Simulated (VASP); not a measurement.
# MgB2 (P6/mmm) in VASP: notebook

Runs on MgB2. Level: r2SCAN. Tasks: relaxation of cell and atoms, relaxation of shape and atoms at fixed volume.

Everything below comes from runs of VASP 6.6.1. Logs are shortened: lines on timing, memory, paths and dates and some standing lists are left out, and cuts for length are marked.

### 1 The cell of the first run

Symmetry: P6/mmm, No. 191, hexagonal system. Conventional cell: a = 3.085 Å, b = 3.085 Å, c = 3.523 Å, α = 90.00°, β = 90.00°, γ = 120.00°. Mg (site symmetry 6/mmm) has 12 B at 2.51 Å and 6 Mg at 3.08 to 3.09 Å within 3.3 Å. B (site symmetry -6m2) has 3 B at 1.78 Å within 2.4 Å.

### 2 Relaxation of cell and atoms, r2SCAN

Contents of POSCAR:

```
MgB2
1.0
    3.0850000000      0.0000000000      0.0000000000
   -1.5425000000      2.6716883707      0.0000000000
    0.0000000000      0.0000000000      3.5230000000
Mg B
1 2
Direct
    0.0000000000      0.0000000000      0.0000000000
    0.3333333333      0.6666666667      0.5000000000
    0.6666666667      0.3333333333      0.5000000000
```

Contents of INCAR.step1:

```
SYSTEM = MgB2
PREC     = Accurate       ! precision mode
ENCUT    = 600            ! plane-wave cutoff, eV
ISMEAR   = 0              ! smearing method
SIGMA    = 0.1            ! smearing width, eV
LREAL    = .FALSE.        ! projectors in reciprocal space
LASPH    = .TRUE.         ! aspherical terms in the spheres
NELM     = 60             ! most SCF steps
GGA      = PE             ! functional
ALGO     = Normal         ! electronic algorithm
EDIFF    = 1E-4           ! SCF threshold, eV
LWAVE    = .TRUE.         ! write WAVECAR
LCHARG   = .FALSE.        ! write CHGCAR
```

Contents of INCAR.step2:

```
SYSTEM = MgB2
PREC     = Accurate       ! precision mode
ENCUT    = 600            ! plane-wave cutoff, eV
EDIFF    = 1E-6           ! SCF threshold, eV
ISMEAR   = 0              ! smearing method
SIGMA    = 0.1            ! smearing width, eV
LREAL    = .FALSE.        ! projectors in reciprocal space
LASPH    = .TRUE.         ! aspherical terms in the spheres
NELM     = 60             ! most SCF steps
ALGO     = Normal         ! electronic algorithm
ISIF     = 3              ! what is computed and relaxed
LWAVE    = .FALSE.        ! write WAVECAR
LCHARG   = .FALSE.        ! write CHGCAR
METAGGA  = R2SCAN         ! meta-GGA
LMIXTAU  = .TRUE.       
IBRION   = 2              ! ionic algorithm
NSW      = 100            ! ionic steps
EDIFFG   = -0.005         ! ionic threshold
ISTART   = 1
```

Contents of KPOINTS:

```
Automatic mesh
0
G
  18 18 12
  0 0 0
```

Potentials or basis: VASP PAW PBE potentials, release 64 (Mg, B).

The run is started by

```console
$ cat potpaw_PBE.64/Mg/POTCAR potpaw_PBE.64/B/POTCAR > POTCAR
$ cp INCAR.step1 INCAR
$ mpirun -np 1 vasp_std > vasp.out
$ cp INCAR.step2 INCAR
$ mpirun -np 1 vasp_std > vasp.out
```

OUTCAR:

```text
SYSTEM = MgB2
   PREC = Accurate
   ENCUT = 600
   EDIFF = 1E-6
   ISMEAR = 0
   LREAL = .FALSE.
   LASPH = .TRUE.
   NELM = 60
   ISIF = 3
   METAGGA = R2SCAN
   IBRION = 2
   NSW = 100
   EDIFFG = -0.005
   ISTART = 1

 ion  position               nearest neighbor table
   1  0.000  0.000  0.000-   2 2.51   3 2.51   2 2.51   3 2.51   3 2.51   3 2.51   2 2.51   2 2.51
                             3 2.51   3 2.51   2 2.51   2 2.51
   2  0.333  0.667  0.500-   3 1.78   3 1.78   3 1.78   1 2.51   1 2.51   1 2.51   1 2.51   1 2.51
                             1 2.51
   3  0.667  0.333  0.500-   2 1.78   2 1.78   2 1.78   1 2.51   1 2.51   1 2.51   1 2.51   1 2.51
                             1 2.51

  LATTYP: Found a hexagonal cell.
 ALAT       =     3.0850000000
 C/A-ratio  =     1.1419773096

  Lattice vectors:

 A1 = (   3.0850000000,   0.0000000000,   0.0000000000)
 A2 = (  -1.5425000000,   2.6716883707,   0.0000000000)
 A3 = (   0.0000000000,   0.0000000000,   3.5230000000)

Analysis of symmetry for initial positions (statically):
=====================================================================
 Subroutine PRICEL returns:
 Original cell was already a primitive cell.

 Routine SETGRP: Setting up the symmetry group for a
 hexagonal supercell.

 Subroutine GETGRP returns: Found 24 space group operations
 (whereof 24 operations were pure point group operations)
 out of a pool of 24 trial point group operations.

The static configuration has the point symmetry D_6h.

Analysis of symmetry for dynamics (positions and initial velocities):
=====================================================================
 Subroutine PRICEL returns:
 Original cell was already a primitive cell.

 Routine SETGRP: Setting up the symmetry group for a
 hexagonal supercell.

 Subroutine GETGRP returns: Found 24 space group operations
 (whereof 24 operations were pure point group operations)
 out of a pool of 24 trial point group operations.

The dynamic configuration has the point symmetry D_6h.

 Subroutine INISYM returns: Found 24 space group operations
 (whereof 24 operations are pure point group operations),
 and found     1 'primitive' translations

----------------------------------------------------------------------------------------

                                     Primitive cell

  volume of cell :      29.0371

  direct lattice vectors                    reciprocal lattice vectors
     3.085000000  0.000000000  0.000000000     0.324149109  0.187147575  0.000000000
    -1.542500000  2.671688371  0.000000000     0.000000000  0.374295150  0.000000000
     0.000000000  0.000000000  3.523000000     0.000000000  0.000000000  0.283848992

  length of vectors
     3.085000000  3.085000000  3.523000000     0.374295150  0.374295150  0.283848992

  position of ions in fractional coordinates (direct lattice)
     0.000000000  0.000000000  0.000000000
     0.333333333  0.666666667  0.500000000
     0.666666667  0.333333333  0.500000000

  ion indices of the primitive-cell ions
   primitive index   ion index
                 1           1
                 2           2
                 3           3

----------------------------------------------------------------------------------------

 KPOINTS: Automatic mesh

Automatic generation of k-mesh.
 Grid dimensions read from file:
 generate k-points for:   18   18   12

 Generating k-lattice:

  Cartesian coordinates                     Fractional coordinates (reciprocal lattice)
     0.018008284  0.010397088  0.000000000     0.055555556  0.000000000  0.000000000
     0.000000000  0.020794175  0.000000000     0.000000000  0.055555556  0.000000000
     0.000000000  0.000000000  0.023654083     0.000000000  0.000000000  0.083333333

  Length of vectors
     0.020794175  0.020794175  0.023654083

  Shift w.r.t. Gamma in fractional coordinates (k-lattice)
     0.000000000  0.000000000  0.000000000

 Subroutine IBZKPT returns following result:
 ===========================================

 Found    259 irreducible k-points:

 Following reciprocal coordinates:
            Coordinates               Weight
  0.000000  0.000000  0.000000      1.000000
  0.055556  0.000000  0.000000      6.000000
  0.111111  0.000000  0.000000      6.000000
  0.166667  0.000000  0.000000      6.000000
  0.222222  0.000000  0.000000      6.000000
  0.277778  0.000000  0.000000      6.000000
[... 16 lines left out ...]
  0.333333  0.111111  0.000000     12.000000
  0.388889  0.111111  0.000000     12.000000
 [... further k-points ...]
   k-points           NKPTS =    259   k-points in BZ     NKDIM =    259   number of bands    NBANDS=      8
   number of dos      NEDOS =    301   number of ions     NIONS =      3
   total plane-waves  NPLWV =  21952
   dimension x,y,z NGX =    28 NGY =   28 NGZ =   28
   dimension x,y,z NGXF=    56 NGYF=   56 NGZF=   56
   ions per type =               1   2
   NGX,Y,Z   is equivalent  to a cutoff of  15.09, 15.09, 13.21 a.u.
   NGXF,Y,Z  is equivalent  to a cutoff of  30.18, 30.18, 26.43 a.u.
 SYSTEM =  MgB2
   PREC   = accura    normal or accurate (medium, high low for compatibility)
   ISTART =      1    job   : 0-new  1-cont  2-samecut
   ICHARG =      0    charge: 1-file 2-atom 10-const
   ISPIN  =      1    spin polarized calculation?
   LNONCOLLINEAR =      F non collinear calculations
   LSORBIT =      F    spin-orbit coupling
   LASPH  =      T    aspherical Exc in radial PAW
   ENCUT  =  600.0 eV  44.10 Ry    6.64 a.u.   6.16  6.16  7.04*2*pi/ulx,y,z
   NELM   =     60;   NELMIN=  2; NELMDL=  0     # of ELM steps
   EDIFF  = 0.1E-05   stopping-criterion for ELM
   LREAL  =      F    real-space projection
   EDIFFG = -.5E-02   stopping-criterion for IOM
   NSW    =    100    number of steps for IOM
   IBRION =      2    ionic relax: 0-MD 1-quasi-New 2-CG
   NFREE  =      1    steps in history (QN), initial steepest desc. (CG)
   ISIF   =      3    stress and relaxation
   ISYM   =      2    0-nonsym 1-usesym 2-fastsym
   POTIM  = 0.5000    time-step for ionic-motion
   TEBEG  =    0.0;   TEEND  =   0.0 temperature during run
   PSTRESS=    0.0 pullay stress
   NELECT =       8.0000    total number of electrons
   NUPDOWN=      -1.0000    fix difference up-down
   EMIN   =  10.00;   EMAX   =-10.00  energy-range for DOS
   EFERMI =   0.00;   METHOD = LEGACY
   ISMEAR =     0;   SIGMA  =   0.10  broadening in eV -4-tet -1-fermi 0-gaus
   EFERMI_NEDOS =   21; number of points for ismear=-14 and -15
   IALGO  =     38    algorithm
   IMIX   =      4    mixing-type and parameters
     AMIX     =   0.40;   BMIX     =  1.00
     AMIX_MAG =   1.60;   BMIX_MAG =  1.00
  volume/ion in A,a.u.               =       9.68        65.32
  Fermi-wavevector in a.u.,A,eV,Ry     =   1.065255  2.013040 15.439462  1.134768
  Thomas-Fermi vector in A             =   2.200801
   LORBIT       =      0    0 simple, 1 ext, 2 COOP (PROOUT), +10 PAW based schemes
   METAGGA = R2SCAN    functional components
   LHFCALC =     F    Hartree Fock is set to
   AEXX    =    0.0000 exact exchange contribution
   IVDW    =     0    specifies the selected vdW correction
   LEPSILON=     F    determine dielectric tensor
   LRPA    =     F    only Hartree local field effects (RPA)
 conjugate gradient relaxation of ions
 non-spin polarized calculation
 Gauss-broadening in eV      SIGMA  =   0.10
  energy-cutoff  :      600.00
  volume of cell :       29.04
 maximum number of plane-waves:       986
 NGX is ok and might be reduce to    28
   NGX = 13   NGY = 13   NGZ = 15

--------------------------------------- Ionic step        1  -------------------------------------------

 number of electron       8.0000000 magnetization

 Free energy of the ion-electron system (eV)
  ---------------------------------------------------
  ext. energy  EPLUGINS =         0.00000000
  ---------------------------------------------------
  free energy    TOTEN  =       -19.40472433 eV

  energy without entropy =      -19.40164123  energy(sigma->0) =      -19.40318278

------------------------ aborting loop because EDIFF is reached ----------------------------------------

  FORCE on cell =-STRESS in cart. coord.  units (eV):
  Direction    XX          YY          ZZ          XY          YZ          ZX
  --------------------------------------------------------------------------------------
  -------------------------------------------------------------------------------------
  Total       -0.5314552     -0.5314552     -0.3717469      0.0000000     -0.0000000     -0.0000000
  in kB      -29.3240282    -29.3240282    -20.5118269      0.0000000     -0.0000000     -0.0000000
  external PRESSURE =     -26.3866278 kB  Pullay stress =       0.0000000 kB
[... 170 lines left out ...]
  energy  without entropy=      -19.4058562041  energy(sigma->0) =      -19.40737561

--------------------------------------- Ionic step        6  -------------------------------------------

 number of electron       8.0000000 magnetization

 Free energy of the ion-electron system (eV)
  ---------------------------------------------------
  ext. energy  EPLUGINS =         0.00000000
  ---------------------------------------------------
  free energy    TOTEN  =       -19.40890180 eV

  energy without entropy =      -19.40587959  energy(sigma->0) =      -19.40739070

 E-fermi :   5.3806     XC(G=0): -11.6013

 val. band max:        5.3801554416   @ k =   0.4444   0.1111   0.0833
 cond. band min:       5.3921223679   @ k =   0.0556   0.0556   0.4167
 fundamental gap:      0.0119669263
 Fermi energy:         5.3806327489

 k-point     1 :       0.0000    0.0000    0.0000
  band No.  band energies     occupation
      1      -7.9310      2.00000
      2       2.2390      2.00000
      3       5.7845      0.00000
      4       5.7845      0.00000
      5       7.4216      0.00000
      6      12.0772      0.00000
      7      12.0772      0.00000
      8      14.0475      0.00000
[... 243 lines left out ...]
 k-point    24 :       0.3889    0.1111    0.0000
  band No.  band energies     occupation
      1      -4.2659      2.00000
      2      -2.1571      2.00000
      3       2.1528      2.00000
      4       5.5197      0.04920
      5       8.9901      0.00000
      6      10.3918      0.00000
      7      11.4108      0.00000
      8      13.8865      0.00000

 [... further k-points ...]

------------------------ aborting loop because EDIFF is reached ----------------------------------------

  FORCE on cell =-STRESS in cart. coord.  units (eV):
  Direction    XX          YY          ZZ          XY          YZ          ZX
  --------------------------------------------------------------------------------------
  -------------------------------------------------------------------------------------
  Total       -0.0087978     -0.0087978     -0.0031073      0.0000000     -0.0000000      0.0000000
  in kB       -0.4938291     -0.4938291     -0.1744138      0.0000000     -0.0000000      0.0000000
  external PRESSURE =      -0.3873574 kB  Pullay stress =       0.0000000 kB
[... 18 lines left out ...]
  FREE ENERGIE OF THE ION-ELECTRON SYSTEM (eV)
  ---------------------------------------------------
  free  energy   TOTEN  =       -19.4089018028 eV

  energy  without entropy=      -19.4058795932  energy(sigma->0) =      -19.40739070

 reached required accuracy - stopping structural energy minimisation
```

It took 18 min on 1 thread of Intel Xeon Platinum 8375C at 2.90GHz (Ice Lake), shared host; peak memory 0.24 GiB.

What came out:

```yaml
Free_energy: -19.4089 eV
Relaxed_volume: 9.51 Å³/atom
Relaxed_cell: a = 3.068 Å, b = 3.068 Å, c = 3.501 Å, α = 90.00°, β = 90.00°, γ = 120.00°
Space_group_after_relaxing_to_0.1_Å: P6/mmm (No. 191)
Energy_gained_by_relaxing: 1.4 meV/atom
Ionic_steps: 6
Pressure_after_relaxing: 0.0 GPa
Band_gap_on_the_k_mesh: zero (bands 4 and 5 overlap by 4.04 eV)
```

The path:
| step | energy change (eV) | largest force (eV/Å) | pressure (GPa) | volume (Å³) |
| --- | --- | --- | --- | --- |
| 1 | 0.0000 | 0.0000 | -2.64 | 29.04 |
| 2 | -0.0034 | 0.0000 | 1.08 | 28.37 |
| 3 | -0.0041 | 0.0000 | -0.04 | 28.56 |
| 4 | -0.0041 | 0.0000 | -0.08 | 28.57 |
| 5 | -0.0042 | 0.0000 | -0.05 | 28.55 |
| 6 | -0.0042 | 0.0000 | -0.04 | 28.54 |

Final structure:
```
Mg B
1.0
     3.06817    0.00000    0.00000
    -1.53409    2.65711    0.00000
     0.00000    0.00000    3.50120
Mg B
1 2
Cartesian
  0.0000 0.0000 0.0000
  0.0000 1.7714 1.7506
  1.5341 0.8857 1.7506
```

Levels at points of the mesh, in eV from the Fermi level:
| k point | band 2 | band 3 | band 4 | band 5 | band 6 | band 7 |
| --- | --- | --- | --- | --- | --- | --- |
| (0.00, 0.00, 0.00) | -3.14 | 0.40 | 0.40 | 2.04 | 6.70 | 6.70 |
| (0.50, 0.00, 0.00) | -8.34 | -2.34 | 0.22 | 3.35 | 4.18 | 5.88 |
| (0.00, 0.00, 0.50) | -7.81 | 0.81 | 0.81 | 7.01 | 7.01 | 8.69 |
| (0.50, 0.00, 0.50) | -7.42 | -3.78 | -2.03 | -1.22 | 6.15 | 9.63 |

Caveat: the PAW data sets were made with another functional, which shifts forces and pressure a little.

### 3 Relaxation of shape and atoms at fixed volume, r2SCAN (9.83 Å³/atom)

This run uses another cell than the first one, of 9.83 Å³/atom.

Contents of POSCAR:

```
MgB2
1.0
    3.0997915421      0.0000000000      0.0000000000
   -1.5498957710      2.6844982219      0.0000000000
    0.0000000000      0.0000000000      3.5430346316
Mg B
1 2
Direct
    0.0000000000      0.0000000000      0.0000000000
    0.3333333333      0.6666666667      0.5000000000
    0.6666666667      0.3333333333      0.5000000000
```

Contents of INCAR.step1:

```
  PREC = Accurate
  ENCUT = 600
  ISMEAR = 0
  SIGMA = 0.1
  LREAL = F
  LASPH = T
  NELM = 80
  GGA = PE
  ALGO = Normal
  EDIFF = 1E-4
  LWAVE = T
  LCHARG = F
```

Contents of INCAR.step2:

```
  PREC = Accurate
  ENCUT = 600
  EDIFF = 1E-7
  ISMEAR = 0
  SIGMA = 0.1
  LREAL = F
  LASPH = T
  NELM = 80
  ALGO = Normal
  ISIF = 4
  LWAVE = F
  LCHARG = F
  METAGGA = R2SCAN
  LMIXTAU = T
  IBRION = 2
  NSW = 50
  EDIFFG = -0.01
  ISTART = 1
```

Contents of KPOINTS:

```
regular mesh
0
Gamma
  18 18 12
```

Potentials or basis: VASP PAW PBE potentials, release 64 (Mg, B).

The run is started by

```console
$ cat potpaw_PBE.64/Mg/POTCAR potpaw_PBE.64/B/POTCAR > POTCAR
$ cp INCAR.step1 INCAR
$ mpirun -np 1 vasp_std > vasp.out
$ cp INCAR.step2 INCAR
$ mpirun -np 1 vasp_std > vasp.out
```

It took 9.6 min on 1 thread of Intel Xeon Platinum 8375C at 2.90GHz (Ice Lake), shared host; peak memory 0.24 GiB.

Results (log left out):

```
Free energy               : -19.3951 eV
Energy gained by relaxing : 0.2 meV/atom
Ionic steps               : 2
Pressure after relaxing   : -4.6 GPa
Band gap on the k mesh    : zero (bands 4 and 5 overlap by 3.91 eV)
```

Stress tensor (GPa, compression positive):
```
-4.69  0.00  0.00
 0.00 -4.69  0.00
 0.00  0.00 -4.53
```

The path:
```csv
step,energy change (eV),largest force (eV/Å),pressure (GPa),volume (Å³)
1,0.0000,0.0000,-4.82,29.48
2,-0.0005,0.0000,-4.63,29.48
```

Final structure:
```
CELL_PARAMETERS angstrom
3.09513 0.00000 0.00000
-1.54756 2.68046 0.00000
0.00000 0.00000 3.55372
ATOMIC_POSITIONS crystal
Mg 0.00000 0.00000 0.00000
B 0.33333 0.66667 0.50000
B 0.66667 0.33333 0.50000
```

Levels at points of the mesh, in eV from the Fermi level:
```tsv
k point	band 1	band 2	band 3	band 4	band 5	band 6	band 7	band 8
(0.00, 0.00, 0.00)	-13.12	-3.14	0.41	0.41	1.85	6.62	6.62	8.41
(0.50, 0.00, 0.00)	-9.11	-8.20	-2.27	0.19	3.23	4.13	5.63	7.68
(0.00, 0.00, 0.50)	-11.88	-7.67	0.79	0.79	6.94	6.94	8.56	10.21
(0.50, 0.00, 0.50)	-8.14	-7.31	-3.69	-1.98	-1.20	5.97	9.45	9.56
```

Caveat: the PAW data sets were made with another functional, which shifts forces and pressure a little.
